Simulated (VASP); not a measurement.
# BeGa2C2 (I4/mmm) in VASP: notebook

BeGa2C2 is run at these levels: PBE; tasks: single point, relaxation of cell and atoms.

Program: VASP 6.6.1. These are calculated values, not measurements. Logs are shortened: lines on timing, memory, paths and dates and some standing lists are left out, and cuts for length are marked.

**1. The cell of the first run**

The structure is tetragonal, space group I4/mmm (No. 139). Conventional cell: a = 3.890 Å, b = 3.890 Å, c = 7.506 Å, α = 90.00°, β = 90.00°, γ = 90.00°. Be (site symmetry 4/mmm) has 8 Ga at 2.70 Å and 10 C at 2.85 to 3.02 Å within 3.6 Å. Within 3.0 Å of Ga (site symmetry -4m2) lie 4 C at 2.26 Å and 4 Be at 2.70 Å and 4 Ga at 2.75 Å. C (site symmetry 4mm) has 1 C at 1.47 Å within 2.0 Å.

The cell was generated, and may not be a known phase.

**2. Single point, PBE**

Contents of INCAR:

```
PREC     = Accurate       # precision mode
ENCUT    = 520            # plane-wave cutoff, eV
EDIFF    = 1E-6           # SCF threshold, eV
ISMEAR   = 0              # smearing method
SIGMA    = 0.1            # smearing width, eV
LREAL    = F              # projectors in reciprocal space
LASPH    = T              # aspherical terms in the spheres
NELM     = 80             # most SCF steps
ALGO     = Normal         # electronic algorithm
ISIF     = 2              # what is computed and relaxed
LWAVE    = F              # write WAVECAR
LCHARG   = F              # write CHGCAR
GGA      = PE             # functional
NBANDS   = 26             # bands
```

Contents of KPOINTS:

```
regular mesh
0
Gamma
  6 6 6
```

Contents of POSCAR:

```
BeGa2C2
1.0
   -1.9449944052      1.9449944052      3.7529351195
    1.9449944052     -1.9449944052      3.7529351195
    1.9449944052      1.9449944052     -3.7529351195
Be Ga C
1 2 2
Direct
    0.0000000000      0.0000000000      0.0000000000
    0.2500000000      0.7500000000      0.5000000000
    0.7500000000      0.2500000000      0.5000000000
    0.5977688571      0.5977688571      0.0000000000
    0.4022311429      0.4022311429      0.0000000000
```

Potentials or basis: VASP PAW PBE potentials, release 64 (Be, Ga_d, C).

Started as:

```
> cat potpaw_PBE.64/Be/POTCAR potpaw_PBE.64/Ga_d/POTCAR potpaw_PBE.64/C/POTCAR > POTCAR
> mpirun -np 1 vasp_std > vasp.out
```

OUTCAR:

```text
PREC = Accurate
   ENCUT = 520
   EDIFF = 1E-6
   ISMEAR = 0
   LREAL = F
   LASPH = T
   NELM = 80
   ISIF = 2
   GGA = PE

 ion  position               nearest neighbor table
   1  0.000  0.000  0.000-
   2  0.250  0.750  0.500-   5 2.26   4 2.26   5 2.26   4 2.26   3 2.75   3 2.75   3 2.75   3 2.75

   3  0.750  0.250  0.500-   5 2.26   4 2.26   5 2.26   4 2.26   2 2.75   2 2.75   2 2.75   2 2.75

   4  0.598  0.598  0.000-   5 1.47   3 2.26   2 2.26   2 2.26   3 2.26
   5  0.402  0.402  0.000-   4 1.47   3 2.26   2 2.26   2 2.26   3 2.26

  LATTYP: Found a body centered tetragonal cell.
 ALAT       =     3.8899888104
 C/A-ratio  =     1.9295351747

  Lattice vectors:

 A1 = (  -1.9449944052,   1.9449944052,   3.7529351195)
 A2 = (   1.9449944052,  -1.9449944052,   3.7529351195)
 A3 = (   1.9449944052,   1.9449944052,  -3.7529351195)

Analysis of symmetry for initial positions (statically):
=====================================================================
 Subroutine PRICEL returns:
 Original cell was already a primitive cell.

 Routine SETGRP: Setting up the symmetry group for a
 body centered tetragonal supercell.

 Subroutine GETGRP returns: Found 16 space group operations
 (whereof 16 operations were pure point group operations)
 out of a pool of 16 trial point group operations.

The static configuration has the point symmetry D_4h.

Analysis of symmetry for dynamics (positions and initial velocities):
=====================================================================
 Subroutine PRICEL returns:
 Original cell was already a primitive cell.

 Routine SETGRP: Setting up the symmetry group for a
 body centered tetragonal supercell.

 Subroutine GETGRP returns: Found 16 space group operations
 (whereof 16 operations were pure point group operations)
 out of a pool of 16 trial point group operations.

The dynamic configuration has the point symmetry D_4h.

 Subroutine INISYM returns: Found 16 space group operations
 (whereof 16 operations are pure point group operations),
 and found     1 'primitive' translations

----------------------------------------------------------------------------------------

                                     Primitive cell

  volume of cell :      56.7895

  direct lattice vectors                    reciprocal lattice vectors
    -1.944994405  1.944994405  3.752935120     0.000000000  0.257070148  0.133229055
     1.944994405 -1.944994405  3.752935120     0.257070148  0.000000000  0.133229055
     1.944994405  1.944994405 -3.752935120     0.257070148  0.257070148  0.000000000

  length of vectors
     4.653012839  4.653012839  4.653012839     0.289542816  0.289542816  0.363552090

  position of ions in fractional coordinates (direct lattice)
     0.000000000  0.000000000  0.000000000
     0.250000000  0.750000000  0.500000000
     0.750000000  0.250000000  0.500000000
     0.597768857  0.597768857  0.000000000
     0.402231143  0.402231143  0.000000000

  ion indices of the primitive-cell ions
   primitive index   ion index
                 1           1
                 2           2
                 3           3
                 4           4
                 5           5

----------------------------------------------------------------------------------------

 KPOINTS: regular mesh

Automatic generation of k-mesh.
 Grid dimensions read from file:
 generate k-points for:    6    6    6

 Generating k-lattice:

  Cartesian coordinates                     Fractional coordinates (reciprocal lattice)
     0.000000000  0.042845025  0.022204843     0.166666667  0.000000000 -0.000000000
     0.042845025  0.000000000  0.022204843     0.000000000  0.166666667 -0.000000000
     0.042845025  0.042845025  0.000000000     0.000000000  0.000000000  0.166666667

  Length of vectors
     0.048257136  0.048257136  0.060592015

  Shift w.r.t. Gamma in fractional coordinates (k-lattice)
     0.000000000  0.000000000  0.000000000

 Subroutine IBZKPT returns following result:
 ===========================================

 Found     30 irreducible k-points:

 Following reciprocal coordinates:
            Coordinates               Weight
  0.000000  0.000000  0.000000      1.000000
  0.166667 -0.000000  0.000000      8.000000
  0.333333 -0.000000  0.000000      8.000000
  0.500000  0.000000  0.000000      4.000000
  0.166667  0.166667  0.000000      8.000000
  0.333333  0.166667  0.000000     16.000000
[... 16 lines left out ...]
 -0.333333 -0.333333  0.166667      8.000000
 -0.166667 -0.333333  0.166667      8.000000
 [... further k-points ...]
   k-points           NKPTS =     30   k-points in BZ     NKDIM =     30   number of bands    NBANDS=     26
   number of dos      NEDOS =    301   number of ions     NIONS =      5
   total plane-waves  NPLWV =  46656
   dimension x,y,z NGX =    36 NGY =   36 NGZ =   36
   dimension x,y,z NGXF=    72 NGYF=   72 NGZF=   72
   ions per type =               1   2   2
[... 39 lines left out ...]
   AEXX    =    0.0000 exact exchange contribution
   IVDW    =     0    specifies the selected vdW correction
   LEPSILON=     F    determine dielectric tensor
   LRPA    =     F    only Hartree local field effects (RPA)
 non-spin polarized calculation
 Gauss-broadening in eV      SIGMA  =   0.10
  energy-cutoff  :      520.00
  volume of cell :       56.79
 maximum number of plane-waves:      1543
 NGX is ok and might be reduce to    36
   NGX = 17   NGY = 17   NGZ = 17

 number of electron      35.9999997 magnetization

 Free energy of the ion-electron system (eV)
  ---------------------------------------------------
  ext. energy  EPLUGINS =         0.00000000
  ---------------------------------------------------
  free energy    TOTEN  =       -21.78473037 eV

  energy without entropy =      -21.77805534  energy(sigma->0) =      -21.78139286

 E-fermi :   6.9774     XC(G=0): -11.5603

 val. band max:        6.9340691430   @ k =   0.5000   0.5000   0.3333
 cond. band min:       7.0036877040   @ k =  -0.3333  -0.3333   0.3333
 fundamental gap:      0.0696185610
 Fermi energy:         6.9773514966

 k-point     1 :       0.0000    0.0000    0.0000
  band No.  band energies     occupation
      1      -8.7590      2.00000
      2      -8.5858      2.00000
      3      -8.4798      2.00000
      4      -8.3032      2.00000
      5      -8.3032      2.00000
      6      -8.2961      2.00000
[... 18 lines left out ...]
     25      15.1915      0.00000
     26      15.1915      0.00000

 k-point     2 :       0.1667   -0.0000    0.0000
  band No.  band energies     occupation
      1      -8.7094      2.00000
      2      -8.5027      2.00000
      3      -8.4463      2.00000
      4      -8.3055      2.00000
      5      -8.2846      2.00000
      6      -8.1540      2.00000
[... 18 lines left out ...]
     25      14.5619      0.00000
     26      14.5658      0.00000

 k-point     3 :       0.3333   -0.0000    0.0000
  band No.  band energies     occupation
      1      -8.6533      2.00000
      2      -8.3830      2.00000
      3      -8.3497      2.00000
      4      -8.2408      2.00000
      5      -8.2363      2.00000
      6      -8.1596      2.00000
[... 18 lines left out ...]
     25      13.2008      0.00000
     26      15.1636      0.00000

 k-point     4 :       0.5000    0.0000    0.0000
  band No.  band energies     occupation
      1      -8.6326      2.00000
      2      -8.3112      2.00000
      3      -8.2151      2.00000
      4      -8.2037      2.00000
      5      -8.1987      2.00000
      6      -8.1805      2.00000
[... 18 lines left out ...]
     25      13.7918      0.00000
     26      14.0685      0.00000
[... 496 lines left out ...]
      1      -8.6816      2.00000
      2      -8.3468      2.00000
      3      -8.3155      2.00000
      4      -8.2251      2.00000
      5      -8.2180      2.00000
      6      -8.1857      2.00000
[... 18 lines left out ...]
     25      13.7873      0.00000
     26      14.7335      0.00000

 k-point    23 :      -0.3333   -0.3333    0.1667
  band No.  band energies     occupation
      1      -8.7302      2.00000
      2      -8.4337      2.00000
      3      -8.3372      2.00000
      4      -8.2576      2.00000
      5      -8.2160      2.00000
      6      -8.1931      2.00000
[... 18 lines left out ...]
     25      14.3905      0.00000
     26      14.5228      0.00000

 k-point    24 :      -0.1667   -0.3333    0.1667
  band No.  band energies     occupation
      1      -8.7510      2.00000
      2      -8.4445      2.00000
      3      -8.3795      2.00000
      4      -8.2817      2.00000
      5      -8.2656      2.00000
      6      -8.1349      2.00000
[... 18 lines left out ...]
     25      12.9398      0.00000
     26      14.2156      0.00000

 [... further k-points ...]

------------------------ aborting loop because EDIFF is reached ----------------------------------------

  FORCE on cell =-STRESS in cart. coord.  units (eV):
  Direction    XX          YY          ZZ          XY          YZ          ZX
  --------------------------------------------------------------------------------------
  -------------------------------------------------------------------------------------
  Total        0.0965911      0.0965911      0.0890687      0.0000000      0.0000000      0.0000000
  in kB        2.7250856      2.7250856      2.5128575      0.0000000      0.0000000      0.0000000
  external PRESSURE =       2.6543429 kB  Pullay stress =       0.0000000 kB

 VOLUME and BASIS-vectors are now :
 -----------------------------------------------------------------------------
  energy-cutoff  :      520.00
  volume of cell :       56.79
      direct lattice vectors                 reciprocal lattice vectors
    -1.944994405  1.944994405  3.752935120     0.000000000  0.257070148  0.133229055
     1.944994405 -1.944994405  3.752935120     0.257070148  0.000000000  0.133229055
     1.944994405  1.944994405 -3.752935120     0.257070148  0.257070148  0.000000000

 POSITION                                       TOTAL-FORCE (eV/Angst)
 -----------------------------------------------------------------------------------
      0.00000      0.00000      0.00000         0.000000      0.000000     -0.000000
      1.94499      0.00000      1.87647         0.000000      0.000000     -0.000000
      0.00000      1.94499      1.87647         0.000000      0.000000     -0.000000
      0.00000      0.00000      4.48678        -0.000000     -0.000000      0.007046
      0.00000      0.00000      3.01909         0.000000      0.000000     -0.007046
 -----------------------------------------------------------------------------------
    total drift:                               -0.000000      0.000000     -0.000000

  FREE ENERGIE OF THE ION-ELECTRON SYSTEM (eV)
  ---------------------------------------------------
  free  energy   TOTEN  =       -21.7847303697 eV

  energy  without entropy=      -21.7780553406  energy(sigma->0) =      -21.78139286
```

It took 64 s on 1 thread of Oxide Virtual Turin-like, shared host; peak memory 0.18 GiB.

Results:

```yaml
Free_energy: -21.7847 eV
Pressure: 0.3 GPa
Largest_force: 0.007 eV/Å
Band_gap_on_the_k_mesh: zero (bands 18 and 19 overlap by 1.25 eV)
```

Forces in eV/Å, atoms in the order of the input:
```
Be   0.000  0.000  0.000
Ga   0.000  0.000  0.000
Ga   0.000  0.000  0.000
C    0.000  0.000  0.007
C    0.000  0.000 -0.007
```

Levels at points of the mesh, in eV from the Fermi level:
| k point | band 16 | band 17 | band 18 | band 19 | band 20 | band 21 |
| --- | --- | --- | --- | --- | --- | --- |
| (0.00, 0.00, 0.00) | -3.04 | -3.04 | -1.08 | -1.05 | -0.21 | 1.85 |
| (0.50, 0.00, 0.00) | -2.24 | -1.32 | -1.23 | 0.15 | 1.28 | 2.43 |
| (0.50, 0.50, 0.00) | -6.16 | -1.42 | -0.64 | -0.13 | 2.14 | 3.36 |
| (0.50, 0.50, 0.50) | -3.44 | -1.85 | 0.05 | 1.17 | 1.17 | 3.45 |

**3. Relaxation of cell and atoms, PBE**

This run uses another cell than the first one, of 14.20 Å³/atom.

Contents of INCAR:

```
SYSTEM = BeGa2C2
  ALGO = Normal
  EDIFF = 1E-6
  EDIFFG = -0.04
  ENCUT = 600
  GGA = PE
  IBRION = 2
  ISIF = 3
  ISMEAR = 0
  LASPH = .TRUE.
  LCHARG = .FALSE.
  LREAL = .FALSE.
  LWAVE = .FALSE.
  NELM = 100
  NSW = 90
  PREC = Accurate
  SIGMA = 0.1
```

Contents of KPOINTS:

```
k-points
0
G
  6 6 6
  0 0 0
```

Contents of POSCAR:

```
BeGa2C2
1.0
   -1.9717846000      1.9717846000      4.5647446200
    1.9717846000     -1.9717846000      4.5647446200
    1.9717846000      1.9717846000     -4.5647446200
Be Ga C
1 2 2
Direct
    0.0000000000      0.0000000000      0.0000000000
    0.2500000000      0.7500000000      0.5000000000
    0.7500000000      0.2500000000      0.5000000000
    0.6373689800      0.6373689800      0.0000000000
    0.3626310200      0.3626310200      0.0000000000
```

Potentials or basis: VASP PAW PBE potentials, release 64 (Be, Ga_d, C).

Started as:

```
> cat potpaw_PBE.64/Be/POTCAR potpaw_PBE.64/Ga_d/POTCAR potpaw_PBE.64/C/POTCAR > POTCAR
> mpirun -np 1 vasp_std > vasp.out
```

Run time: 28 min. Hardware: 1 thread of Oxide Virtual Turin-like, shared host; peak memory 0.35 GiB.

It converged, with:

* Free energy: -21.7959 eV
* Relaxed volume: 11.36 Å³/atom
* Relaxed cell: a = 4.653 Å, b = 4.653 Å, c = 4.653 Å, α = 130.58°, β = 130.58°, γ = 72.48°
* Space group after relaxing (to 0.1 Å): I4/mmm (No. 139)
* Energy gained by relaxing: 476.7 meV/atom
* Ionic steps: 22
* Pressure after relaxing: 0.1 GPa
* Largest force after relaxing: 0.010 eV/Å
* Band gap on the k mesh: zero (bands 18 and 19 overlap by 1.25 eV)

Forces in eV/Å, atoms in the order of the input:
```
Be   0.000  0.000  0.000
Ga   0.000  0.000  0.000
Ga   0.000  0.000  0.000
C    0.000  0.000  0.010
C    0.000  0.000 -0.010
```

The path:
```csv
step,energy change (eV),largest force (eV/Å),pressure (GPa),volume (Å³)
1,0.0000,0.1840,-11.53,70.99
2,-0.5578,1.5187,-0.56,60.97
3,-0.5848,1.9068,3.26,58.91
4,-1.1107,2.9327,5.62,55.47
5,-1.5371,0.7079,30.27,47.45
6,-1.6000,3.2706,14.40,51.11
7,-1.6706,2.8109,19.02,49.66
8,-1.9831,0.2797,18.32,50.23
9,-1.9859,0.2068,18.73,50.30
10,-2.1932,0.1987,10.82,52.55
11,-2.3250,0.7574,1.12,56.20
12,-2.3271,0.8330,-0.29,56.77
13,-2.3448,0.3819,-0.16,57.03
14,-2.3496,0.0085,0.02,57.23
15,-2.3496,0.0509,0.02,57.25
16,-2.3549,0.0353,-0.13,57.32
17,-2.3678,0.0110,-0.70,57.53
18,-2.3760,0.0076,-1.65,57.91
19,-2.3823,0.1833,0.17,56.94
20,-2.3823,0.1817,0.16,56.94
21,-2.3816,0.2028,0.11,56.62
22,-2.3833,0.0097,0.08,56.80
```

Final structure:
```xyz
5
Lattice="-1.9452 1.9452 3.7533 1.9452 -1.9452 3.7533 1.9452 1.9452 -3.7533" Properties=species:S:1:pos:R:3 pbc="T T T"
Be    0.0000    0.0000    0.0000
Ga    1.9452    0.0000    1.8767
Ga    0.0000    1.9452    1.8767
C     0.0000    0.0000    4.4867
C     0.0000    0.0000    3.0199
```

Levels at points of the mesh, in eV from the Fermi level:
```csv
k point,band 14,band 15,band 16,band 17,band 18,band 19,band 20,band 21,band 22
"(0.00, 0.00, 0.00)",-3.77,-3.77,-3.04,-3.04,-1.07,-1.05,-0.21,1.85,3.14
"(0.50, 0.00, 0.00)",-6.70,-4.26,-2.24,-1.32,-1.23,0.15,1.27,2.43,3.71
"(0.50, 0.50, 0.00)",-6.68,-6.47,-6.16,-1.42,-0.64,-0.13,2.13,3.36,4.86
"(0.50, 0.50, 0.50)",-5.84,-4.05,-3.44,-1.85,0.04,1.17,1.17,3.45,3.45
```

Caveat: the volume moved by over 15 % at a fixed basis, so the end points are rough.

**4. Single point, PBE**

This run uses another cell than the first one, of 11.33 Å³/atom.

Contents of INCAR:

```
SYSTEM = BeGa2C2
ALGO = Fast
EDIFF = 1E-6
ENCUT = 520
GGA = PE
ISIF = 2
ISMEAR = 0
LASPH = .True.
LCHARG = .False.
LREAL = .False.
LWAVE = .False.
NBANDS = 26
NELM = 60
PREC = Accurate
SIGMA = 0.1
```

Contents of KPOINTS:

```
k-points
0
Gamma
  14 14 14
  0 0 0
```

Contents of POSCAR:

```
BeGa2C2
1.0
   -1.9428713449      1.9428713449      3.7526708801
    1.9428713449     -1.9428713449      3.7526708801
    1.9428713449      1.9428713449     -3.7526708801
Be Ga C
1 2 2
Direct
    0.0000000000      0.0000000000      0.0000000000
    0.2500000000      0.7500000000      0.5000000000
    0.7500000000      0.2500000000      0.5000000000
    0.5981573644      0.5981573644      0.0000000000
    0.4018426356      0.4018426356      0.0000000000
```

Started as:

```
> cat potpaw_PBE.64/Be/POTCAR potpaw_PBE.64/Ga_d/POTCAR potpaw_PBE.64/C/POTCAR > POTCAR
> mpirun -np 1 vasp_std > vasp.out
```

It took 11 min on 1 thread of Oxide Virtual Turin-like, shared host; peak memory 0.42 GiB.

The run converged. Its results:

```
Free energy            : -21.8360 eV
Pressure               : 0.2 GPa
Largest force          : 0.018 eV/Å
Band gap on the k mesh : zero (bands 18 and 19 overlap by 1.55 eV)
```

Forces in eV/Å, atoms in the order of the input:
```
Be   0.000  0.000  0.000
Ga   0.000  0.000  0.000
Ga   0.000  0.000  0.000
C    0.000  0.000  0.018
C    0.000  0.000 -0.018
```

Stress tensor (GPa, compression positive):
```
0.22 0.00 0.00
0.00 0.22 0.00
0.00 0.00 0.30
```

Levels at points of the mesh, in eV from the Fermi level:
| k point | band 15 | band 16 | band 17 | band 18 | band 19 | band 20 | band 21 | band 22 |
| --- | --- | --- | --- | --- | --- | --- | --- | --- |
| (0.00, 0.00, 0.00) | -3.72 | -3.03 | -3.03 | -1.06 | -1.01 | -0.16 | 1.89 | 3.17 |
| (0.50, 0.00, 0.00) | -4.21 | -2.20 | -1.30 | -1.20 | 0.18 | 1.35 | 2.45 | 3.74 |
| (0.50, 0.50, 0.00) | -6.45 | -6.13 | -1.37 | -0.63 | -0.10 | 2.22 | 3.41 | 4.88 |
| (0.50, 0.50, 0.50) | -4.00 | -3.39 | -1.80 | 0.10 | 1.18 | 1.18 | 3.52 | 3.52 |

**5. Overview**

| task | cell | k mesh | cutoff (eV) | gap on the mesh (eV) | pressure (GPa) | largest force (eV/Å) |
| --- | --- | --- | --- | --- | --- | --- |
| single point | a = 4.653 Å, angles 130.6, 130.6, 72.5°, 5 atoms, atomic positions A | 6 × 6 × 6 | 520 | none | 0.3 | 0.01 |
| relaxation of cell and atoms | relaxed from a = 5.349 Å, angles 136.7, 136.7, 62.8°, 5 atoms, atomic positions B | 6 × 6 × 6 | 600 | none | 0.1 | 0.01 |
| single point | a = 4.651 Å, angles 130.6, 130.6, 72.4°, 5 atoms, atomic positions C | 14 × 14 × 14 | 520 | none | 0.2 | 0.02 |

Alike in all rows: level PBE; potentials or basis VASP PAW PBE potentials, release 64 (Be, Ga_d, C); no spin polarisation; smearing gaussian 0.1 eV.

Caveats: the volume moved by over 15 % at a fixed basis, so the end points are rough (at least some runs).

Absolute energies hang on the potentials; compare differences alone.

The gap in the log of VASP goes by the Fermi energy; the results here count the filled bands.